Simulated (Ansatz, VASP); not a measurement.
This is a calculation of Ti3Al for Ansatz 0.2.0.

File input.yaml:

```yaml
crystal:
  lattice:
    - [0.0, 3.231781, 3.231781]
    - [3.231781, 0.0, 3.231781]
    - [3.231781, 3.231781, 0.0]
  atoms:
    - { symbol: Ti, position: [0.0, 0.0, 0.0] }
    - { symbol: Ti, position: [0.25, 0.25, 0.25] }
    - { symbol: Ti, position: [0.75, 0.75, 0.75] }
    - { symbol: Al, position: [0.5, 0.5, 0.5] }
hamiltonian:
  xc: pbe
  pseudopotentials: { kind: paw }
kpoints:
  mp_grid: { grid: [7, 7, 7] }
scf:
  occupations: { method: fermi_dirac, width: 0.05 }
output:
  forces: true
  stress: true
  eigenvalues: true
```

Potentials or basis: Ansatz PAW.

Run with:

```sh
$ ansatz run input.yaml --threads 2 --pin off --max-ram 5120MiB --backend cpu --events-out ev --progress --plain --runs-dir out
```

**Question.** Translate it to VASP 6.6.1. Potentials there: VASP PAW PBE potentials, release 64 (Ti_sv, Al).

**Answer.** As run (the cutoff follows the program's own potentials):

INCAR

```
PREC     = Accurate       # precision mode
ENCUT    = 500            # plane-wave cutoff, eV
EDIFF    = 1E-6           # SCF threshold, eV
ISMEAR   = -1             # smearing method
SIGMA    = 0.05           # smearing width, eV
LREAL    = False          # projectors in reciprocal space
LASPH    = True           # aspherical terms in the spheres
NELM     = 120            # most SCF steps
ALGO     = Normal         # electronic algorithm
ISIF     = 2              # what is computed and relaxed
LWAVE    = False          # write WAVECAR
LCHARG   = True           # write CHGCAR
GGA      = PE             # functional
LELF     = True           # ELF
LVHAR    = True         
NBANDS   = 28             # bands
GGA_COMPAT= False
```

KPOINTS

```
regular mesh
0
Gamma
  7 7 7
```

The input POSCAR:

```
Ti3Al
1.0
    0.0000000000      3.2317810000      3.2317810000
    3.2317810000      0.0000000000      3.2317810000
    3.2317810000      3.2317810000      0.0000000000
Ti Al
3 1
Direct
    0.0000000000      0.0000000000      0.0000000000
    0.2500000000      0.2500000000      0.2500000000
    0.7500000000      0.7500000000      0.7500000000
    0.5000000000      0.5000000000      0.5000000000
```

Potentials or basis: VASP PAW PBE potentials, release 64 (Ti_sv, Al).

Launch:

```sh
$ cat potpaw_PBE.64/Ti_sv/POTCAR potpaw_PBE.64/Al/POTCAR > POTCAR
$ mpirun -np 1 vasp_std > vasp.out
```

Both were run:

|  | VASP | Ansatz | Ansatz less VASP |
| --- | --- | --- | --- |
| gap on the k mesh at the Fermi level (eV) | none | none | - |
| pressure (GPa) | -1.2 | -1.0 | +0.17 |

A gap of «none» marks a metal or a gap that the smearing closes.
